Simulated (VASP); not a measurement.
# LiCl (Fm-3m) in VASP: a series of runs

The runs below take LiCl through single point, with PBE.

All numbers are computed with VASP 6.6.1; they aren't measurements. Logs are shortened: lines on timing, memory, paths and dates and some standing lists are left out, and cuts for length are marked.

## 1. The cell of the first run

The structure is cubic, space group Fm-3m (No. 225). Conventional cell: a = 5.130 Å, b = 5.130 Å, c = 5.130 Å, α = 90.00°, β = 90.00°, γ = 90.00°. Cl (site symmetry m-3m) has 6 Li at 2.56 Å within 3.4 Å. Li (site symmetry m-3m) has 6 Cl at 2.56 Å within 3.4 Å.

## 2. Single point, PBE

INCAR reads:

```
PREC = Accurate ; ENCUT = 520
EDIFF = 1E-6 ; ISMEAR = 0
SIGMA = 0.013000000000000001 ; LREAL = False
LASPH = True ; NELM = 80
ALGO = Normal ; ISIF = 2
LWAVE = False ; LCHARG = False
GGA = PE ; NBANDS = 12
```

KPOINTS reads:

```
regular mesh
0
Gamma
  9 9 9
```

POSCAR reads:

```
LiCl
1.0
    0.0000000000      2.5647700000      2.5647700000
    2.5647700000      0.0000000000      2.5647700000
    2.5647700000      2.5647700000      0.0000000000
Cl Li
1 1
Direct
    0.5000000000      0.5000000000      0.5000000000
    0.0000000000      0.0000000000      0.0000000000
```

Potentials or basis: VASP PAW PBE potentials, release 64 (Cl, Li_sv).

On the command line:

```bash
cat potpaw_PBE.64/Cl/POTCAR potpaw_PBE.64/Li_sv/POTCAR > POTCAR
mpirun -np 1 vasp_std > vasp.out
```

OUTCAR:

```text
PREC = Accurate
   ENCUT = 520
   EDIFF = 1E-6
   ISMEAR = 0
   LREAL = False
   LASPH = True
   NELM = 80
   ISIF = 2
   GGA = PE

 ion  position               nearest neighbor table
   1  0.500  0.500  0.500-   2 2.56   2 2.56   2 2.56   2 2.56   2 2.56   2 2.56
   2  0.000  0.000  0.000-   1 2.56   1 2.56   1 2.56   1 2.56   1 2.56   1 2.56

  LATTYP: Found a face centered cubic cell.
 ALAT       =     5.1295400000

  Lattice vectors:

 A1 = (   0.0000000000,   2.5647700000,   2.5647700000)
 A2 = (   2.5647700000,   0.0000000000,   2.5647700000)
 A3 = (   2.5647700000,   2.5647700000,   0.0000000000)

Analysis of symmetry for initial positions (statically):
=====================================================================
 Subroutine PRICEL returns:
 Original cell was already a primitive cell.

 Routine SETGRP: Setting up the symmetry group for a
 face centered cubic supercell.

 Subroutine GETGRP returns: Found 48 space group operations
 (whereof 48 operations were pure point group operations)
 out of a pool of 48 trial point group operations.

The static configuration has the point symmetry O_h .

Analysis of symmetry for dynamics (positions and initial velocities):
=====================================================================
 Subroutine PRICEL returns:
 Original cell was already a primitive cell.

 Routine SETGRP: Setting up the symmetry group for a
 face centered cubic supercell.

 Subroutine GETGRP returns: Found 48 space group operations
 (whereof 48 operations were pure point group operations)
 out of a pool of 48 trial point group operations.

The dynamic configuration has the point symmetry O_h .

 Subroutine INISYM returns: Found 48 space group operations
 (whereof 48 operations are pure point group operations),
 and found     1 'primitive' translations

----------------------------------------------------------------------------------------

                                     Primitive cell

  volume of cell :      33.7423

  direct lattice vectors                    reciprocal lattice vectors
     0.000000000  2.564770000  2.564770000    -0.194949255  0.194949255  0.194949255
     2.564770000  0.000000000  2.564770000     0.194949255 -0.194949255  0.194949255
     2.564770000  2.564770000  0.000000000     0.194949255  0.194949255 -0.194949255

  length of vectors
     3.627132518  3.627132518  3.627132518     0.337662014  0.337662014  0.337662014

  position of ions in fractional coordinates (direct lattice)
     0.500000000  0.500000000  0.500000000
     0.000000000  0.000000000  0.000000000

  ion indices of the primitive-cell ions
   primitive index   ion index
                 1           1
                 2           2

----------------------------------------------------------------------------------------

 KPOINTS: regular mesh

Automatic generation of k-mesh.
 Grid dimensions read from file:
 generate k-points for:    9    9    9

 Generating k-lattice:

  Cartesian coordinates                     Fractional coordinates (reciprocal lattice)
    -0.021661028  0.021661028  0.021661028     0.111111111  0.000000000  0.000000000
     0.021661028 -0.021661028  0.021661028     0.000000000  0.111111111  0.000000000
     0.021661028  0.021661028 -0.021661028     0.000000000  0.000000000  0.111111111

  Length of vectors
     0.037518002  0.037518002  0.037518002

  Shift w.r.t. Gamma in fractional coordinates (k-lattice)
     0.000000000  0.000000000  0.000000000

 Subroutine IBZKPT returns following result:
 ===========================================

 Found     35 irreducible k-points:

 Following reciprocal coordinates:
            Coordinates               Weight
  0.000000  0.000000  0.000000      1.000000
  0.111111  0.000000  0.000000      8.000000
  0.222222  0.000000  0.000000      8.000000
  0.333333  0.000000  0.000000      8.000000
  0.444444  0.000000  0.000000      8.000000
  0.111111  0.111111  0.000000      6.000000
[... 16 lines left out ...]
 -0.333333  0.333333  0.000000     12.000000
  0.444444  0.444444  0.000000      6.000000
 [... further k-points ...]
   k-points           NKPTS =     35   k-points in BZ     NKDIM =     35   number of bands    NBANDS=     12
   number of dos      NEDOS =    301   number of ions     NIONS =      2
   total plane-waves  NPLWV =  21952
   dimension x,y,z NGX =    28 NGY =   28 NGZ =   28
   dimension x,y,z NGXF=    56 NGYF=   56 NGZF=   56
   ions per type =               1   1
   NGX,Y,Z   is equivalent  to a cutoff of  12.83, 12.83, 12.83 a.u.
   NGXF,Y,Z  is equivalent  to a cutoff of  25.67, 25.67, 25.67 a.u.
 SYSTEM =  unknown system
   PREC   = accura    normal or accurate (medium, high low for compatibility)
   ISTART =      0    job   : 0-new  1-cont  2-samecut
   ICHARG =      2    charge: 1-file 2-atom 10-const
   ISPIN  =      1    spin polarized calculation?
   LNONCOLLINEAR =      F non collinear calculations
   LSORBIT =      F    spin-orbit coupling
   LASPH  =      T    aspherical Exc in radial PAW
   ENCUT  =  520.0 eV  38.22 Ry    6.18 a.u.   6.74  6.74  6.74*2*pi/ulx,y,z
   NELM   =     80;   NELMIN=  2; NELMDL= -5     # of ELM steps
   EDIFF  = 0.1E-05   stopping-criterion for ELM
   LREAL  =      F    real-space projection
   EDIFFG = 0.1E-04   stopping-criterion for IOM
   NSW    =      0    number of steps for IOM
   IBRION =     -1    ionic relax: 0-MD 1-quasi-New 2-CG
   NFREE  =      0    steps in history (QN), initial steepest desc. (CG)
   ISIF   =      2    stress and relaxation
   ISYM   =      2    0-nonsym 1-usesym 2-fastsym
   POTIM  = 0.5000    time-step for ionic-motion
   TEBEG  =    0.0;   TEEND  =   0.0 temperature during run
   PSTRESS=    0.0 pullay stress
   NELECT =      10.0000    total number of electrons
   NUPDOWN=      -1.0000    fix difference up-down
   EMIN   =  10.00;   EMAX   =-10.00  energy-range for DOS
   EFERMI =   0.00;   METHOD = LEGACY
   ISMEAR =     0;   SIGMA  =   0.01  broadening in eV -4-tet -1-fermi 0-gaus
   EFERMI_NEDOS =   21; number of points for ismear=-14 and -15
   IALGO  =     38    algorithm
   IMIX   =      4    mixing-type and parameters
     AMIX     =   0.40;   BMIX     =  1.00
     AMIX_MAG =   1.60;   BMIX_MAG =  1.00
  volume/ion in A,a.u.               =      16.87       113.85
  Fermi-wavevector in a.u.,A,eV,Ry     =   1.091482  2.062601 16.209056  1.191332
  Thomas-Fermi vector in A             =   2.227728
   LORBIT       =      0    0 simple, 1 ext, 2 COOP (PROOUT), +10 PAW based schemes
   GGA     = PE    functional components
   LHFCALC =     F    Hartree Fock is set to
   AEXX    =    0.0000 exact exchange contribution
   IVDW    =     0    specifies the selected vdW correction
   LEPSILON=     F    determine dielectric tensor
   LRPA    =     F    only Hartree local field effects (RPA)
 non-spin polarized calculation
 Gauss-broadening in eV      SIGMA  =   0.01
  energy-cutoff  :      520.00
  volume of cell :       33.74
 maximum number of plane-waves:       922
   NGX = 13   NGY = 13   NGZ = 13

 number of electron      10.0000005 magnetization

 Free energy of the ion-electron system (eV)
  ---------------------------------------------------
  ext. energy  EPLUGINS =         0.00000000
  ---------------------------------------------------
  free energy    TOTEN  =        -7.38575090 eV

  energy without entropy =       -7.38575090  energy(sigma->0) =       -7.38575090

 E-fermi :   0.6633     XC(G=0):  -8.7308

 val. band max:        0.5793941029   @ k =   0.0000   0.0000   0.0000
 cond. band min:       6.9203722922   @ k =   0.0000   0.0000   0.0000
 fundamental gap:      6.3409781893
 Fermi energy:         0.6632534372

 k-point     1 :       0.0000    0.0000    0.0000
  band No.  band energies     occupation
      1     -42.9431      2.00000
      2     -12.8172      2.00000
      3       0.5794      2.00000
      4       0.5794      2.00000
      5       0.5794      2.00000
      6       6.9204      0.00000
      7      12.5179      0.00000
      8      12.5179      0.00000
      9      12.5179      0.00000
     10      15.1081      0.00000
     11      15.1095      0.00000
     12      15.1507      0.00000

 k-point     2 :       0.1111    0.0000    0.0000
  band No.  band energies     occupation
      1     -42.9429      2.00000
      2     -12.7571      2.00000
      3       0.1538      2.00000
      4       0.5465      2.00000
      5       0.5465      2.00000
      6       7.3003      0.00000
      7      11.8397      0.00000
      8      12.4846      0.00000
      9      12.4846      0.00000
     10      13.7246      0.00000
     11      13.7246      0.00000
     12      15.5078      0.00000

 k-point     3 :       0.2222    0.0000    0.0000
  band No.  band energies     occupation
      1     -42.9421      2.00000
      2     -12.5980      2.00000
      3      -0.7599      2.00000
      4       0.4670      2.00000
      5       0.4670      2.00000
      6       7.7881      0.00000
      7      11.4498      0.00000
      8      11.5351      0.00000
      9      11.5352      0.00000
     10      14.2254      0.00000
     11      14.2254      0.00000
     12      16.0064      0.00000

 k-point     4 :       0.3333    0.0000    0.0000
  band No.  band energies     occupation
      1     -42.9411      2.00000
      2     -12.4035      2.00000
      3      -1.6401      2.00000
      4       0.3825      2.00000
      5       0.3825      2.00000
      6       7.6436      0.00000
      7      10.6214      0.00000
      8      10.6214      0.00000
      9      12.3004      0.00000
     10      15.6631      0.00000
     11      15.6631      0.00000
     12      16.5690      0.00000

 k-point     5 :       0.4444    0.0000    0.0000
  band No.  band energies     occupation
      1     -42.9405      2.00000
      2     -12.2675      2.00000
      3      -2.1624      2.00000
      4       0.3305      2.00000
      5       0.3305      2.00000
      6       7.3782      0.00000
      7      10.1408      0.00000
      8      10.1408      0.00000
      9      13.3746      0.00000
     10      17.2646      0.00000
     11      17.3257      0.00000
     12      17.3257      0.00000
[... 228 lines left out ...]
      1     -42.9401      2.00000
      2     -12.1125      2.00000
      3      -1.9549      2.00000
      4      -0.5462      2.00000
      5      -0.3535      2.00000
      6       8.7833      0.00000
      7       9.4437      0.00000
      8      11.7101      0.00000
      9      13.4248      0.00000
     10      14.4487      0.00000
     11      18.0071      0.00000
     12      19.4483      0.00000

 k-point    22 :      -0.4444    0.3333    0.0000
  band No.  band energies     occupation
      1     -42.9398      2.00000
      2     -12.0458      2.00000
      3      -1.9682      2.00000
      4      -1.0109      2.00000
      5      -0.2762      2.00000
      6       8.6845      0.00000
      7      10.2461      0.00000
      8      11.9176      0.00000
      9      12.5061      0.00000
     10      14.7043      0.00000
     11      18.0183      0.00000
     12      19.2472      0.00000

 k-point    23 :      -0.3333    0.3333    0.0000
  band No.  band energies     occupation
      1     -42.9398      2.00000
      2     -12.0737      2.00000
      3      -1.6002      2.00000
      4      -1.4487      2.00000
      5      -0.0669      2.00000
      6       8.7208      0.00000
      7      11.1712      0.00000
      8      11.5293      0.00000
      9      11.5892      0.00000
     10      15.1118      0.00000
     11      16.6694      0.00000
     12      18.9917      0.00000

 k-point    24 :       0.4444    0.4444    0.0000
  band No.  band energies     occupation
      1     -42.9398      2.00000
      2     -12.0333      2.00000
      3      -2.2292      2.00000
      4      -0.4920      2.00000
      5      -0.4920      2.00000
      6       8.5227      0.00000
      7       8.9362      0.00000
      8      12.7396      0.00000
      9      14.5460      0.00000
     10      14.5461      0.00000
     11      17.4935      0.00000
     12      19.3285      0.00000

 [... further k-points ...]

------------------------ aborting loop because EDIFF is reached ----------------------------------------

  FORCE on cell =-STRESS in cart. coord.  units (eV):
  Direction    XX          YY          ZZ          XY          YZ          ZX
  --------------------------------------------------------------------------------------
  -------------------------------------------------------------------------------------
  Total        0.0634016      0.0634016      0.0634016      0.0000000      0.0000000      0.0000000
  in kB        3.0104798      3.0104798      3.0104798      0.0000000      0.0000000      0.0000000
  external PRESSURE =       3.0104798 kB  Pullay stress =       0.0000000 kB

 VOLUME and BASIS-vectors are now :
 -----------------------------------------------------------------------------
  energy-cutoff  :      520.00
  volume of cell :       33.74
      direct lattice vectors                 reciprocal lattice vectors
     0.000000000  2.564770000  2.564770000    -0.194949255  0.194949255  0.194949255
     2.564770000  0.000000000  2.564770000     0.194949255 -0.194949255  0.194949255
     2.564770000  2.564770000  0.000000000     0.194949255  0.194949255 -0.194949255

 POSITION                                       TOTAL-FORCE (eV/Angst)
 -----------------------------------------------------------------------------------
      2.56477      2.56477      2.56477         0.000000     -0.000000     -0.000000
      0.00000      0.00000      0.00000        -0.000000      0.000000      0.000000
 -----------------------------------------------------------------------------------
    total drift:                                0.000000      0.000000      0.000000

  FREE ENERGIE OF THE ION-ELECTRON SYSTEM (eV)
  ---------------------------------------------------
  free  energy   TOTEN  =        -7.3857509021 eV

  energy  without entropy=       -7.3857509021  energy(sigma->0) =       -7.38575090
```

It took 21 s on 1 thread of Intel Xeon 6975P-C, shared host; peak memory 0.15 GiB.

What came out:

| Quantity | Value |
| --- | --- |
| Free energy | -7.3858 eV |
| Band gap on the k mesh | 6.34 eV, direct |

Caveat: the cutoff is under 1.25 times the usual one of these potentials, so pressure, stress and relaxed cells hold a basis-set (Pulay) error. A k mesh can miss the band edges.

## 3. Single point, PBE

INCAR reads:

```
SYSTEM = LiCl
  ALGO = Normal
  EDIFF = 1E-7
  ENCUT = 520
  GGA = PE
  ISIF = 2
  ISMEAR = 0
  LASPH = .True.
  LCHARG = .False.
  LREAL = .False.
  LWAVE = .False.
  NBANDS = 12
  NELM = 80
  PREC = Accurate
  SIGMA = 0.014
```

KPOINTS reads:

```
k-points
0
Gamma
  9 9 9
  0 0 0
```

POSCAR is that of step 2.

Potentials or basis: VASP PAW PBE potentials, release 64 (Cl, Li_sv).

On the command line:

```bash
cat potpaw_PBE.64/Cl/POTCAR potpaw_PBE.64/Li_sv/POTCAR > POTCAR
mpirun -np 1 vasp_std > vasp.out
```

Wall time 26 s (1 thread of Intel Xeon 6975P-C, shared host); peak memory 0.15 GiB.

Results (log left out):

```
Free energy            : -7.3858 eV
Band gap on the k mesh : 6.34 eV, direct
```

Levels at points of the mesh, in eV from the valence-band top:
```
           k point  band 1  band 2  band 3  band 4  band 5  band 6  band 7  band 8  band 9  band 10
(0.00, 0.00, 0.00)  -43.52  -13.40    0.00    0.00    0.00    6.34   11.94   11.94   11.94    14.53
```

Caveat: the cutoff is under 1.25 times the usual one of these potentials, so pressure, stress and relaxed cells hold a basis-set (Pulay) error. A k mesh can miss the band edges.

## 4. Single point, PBE

INCAR reads:

```
SYSTEM = LiCl
ALGO = Normal
EDIFF = 1E-6
ENCUT = 520
GGA = PE
ISIF = 2
ISMEAR = 0
LASPH = .TRUE.
LCHARG = .FALSE.
LREAL = .FALSE.
LWAVE = .FALSE.
NBANDS = 12
NELM = 100
PREC = Accurate
SIGMA = 0.015
```

KPOINTS reads:

```
k-points
0
G
  9 9 9
  0 0 0
```

POSCAR is that of step 3.

On the command line:

```bash
cat potpaw_PBE.64/Cl/POTCAR potpaw_PBE.64/Li_sv/POTCAR > POTCAR
mpirun -np 1 vasp_std > vasp.out
```

Run time: 23 s. Hardware: 1 thread of Intel Xeon 6975P-C, shared host; peak memory 0.15 GiB.

It converged, with:

```
Free energy            : -7.3858 eV
Band gap on the k mesh : 6.34 eV, direct
```

Levels at points of the mesh, in eV from the valence-band top:
| k point | band 3 | band 4 | band 5 | band 6 | band 7 | band 8 |
| --- | --- | --- | --- | --- | --- | --- |
| (0.00, 0.00, 0.00) | 0.00 | 0.00 | 0.00 | 6.34 | 11.94 | 11.94 |

Caveat: the cutoff is under 1.25 times the usual one of these potentials, so pressure, stress and relaxed cells hold a basis-set (Pulay) error. A k mesh can miss the band edges.

## 5. The runs side by side

| smearing | gap on the mesh (eV) |
| --- | --- |
| gaussian 0.013 eV | 6.34 |
| gaussian 0.014 eV | 6.34 |
| gaussian 0.015 eV | 6.34 |

Alike in all rows: task single point; level PBE; potentials or basis VASP PAW PBE potentials, release 64 (Cl, Li_sv); no spin polarisation; cell as given; k mesh 9 × 9 × 9; cutoff (eV) 520.

On the cell as given the gap runs from 6.34 eV (PBE) to 6.34 eV (PBE).

Caveats: the cutoff is under 1.25 times the usual one of these potentials, so pressure, stress and relaxed cells hold a basis-set (Pulay) error.

Total energies depend on the potentials used, so only differences within one code and one set of settings carry meaning.
